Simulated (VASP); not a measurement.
A run of VASP 6.6.1 is set up as follows.

Contents of INCAR:

```
SYSTEM = TiTe2
PREC = Accurate ; ENCUT = 520
EDIFF = 1E-6 ; ISMEAR = -1
SIGMA = 0.05 ; LREAL = .False.
LASPH = .True. ; NELM = 80
ALGO = Normal ; ISIF = 2
LWAVE = .False. ; LCHARG = .True.
GGA = RE ; LELF = .True.
LVHAR = .True. ; NBANDS = 19
```

File KPOINTS:

```
Automatic mesh
0
Gamma
  8 8 4
  0 0 0
```

The input POSCAR:

```
TiTe2
1.0
    3.7944845645      0.0000000000      0.0000000000
   -1.8972422823      3.2861200272      0.0000000000
    0.0000000000      0.0000000000      9.8163920615
Te Ti
2 1
Direct
    0.3333333333      0.6666666667      0.8224707273
    0.6666666667      0.3333333333      0.1775292727
    0.0000000000      0.0000000000      0.0000000000
```

Potentials or basis: VASP PAW PBE potentials, release 64 (Te, Ti_sv).

Run with:

```sh
$ cat potpaw_PBE.64/Te/POTCAR potpaw_PBE.64/Ti_sv/POTCAR > POTCAR
$ mpirun -np 1 vasp_std > vasp.out
```

Question: Predict the largest force.

Answer: 0.006 eV/Å.

Question: Predict the pressure.

Answer: 0.0 GPa.

Question: Estimate the band gap on the k mesh.

Answer: Zero (band 12 reaches 3.24 eV, above the bottom of band 13 at 2.74 eV).

Forces on the atoms (eV/Å):
```
Te   0.000  0.000 -0.006
Te   0.000  0.000  0.006
Ti   0.000  0.000  0.000
```

Caveat: the PAW data sets were made with another functional, which shifts forces and pressure a little; spin-orbit coupling is left out, which moves the levels of the heavy elements.
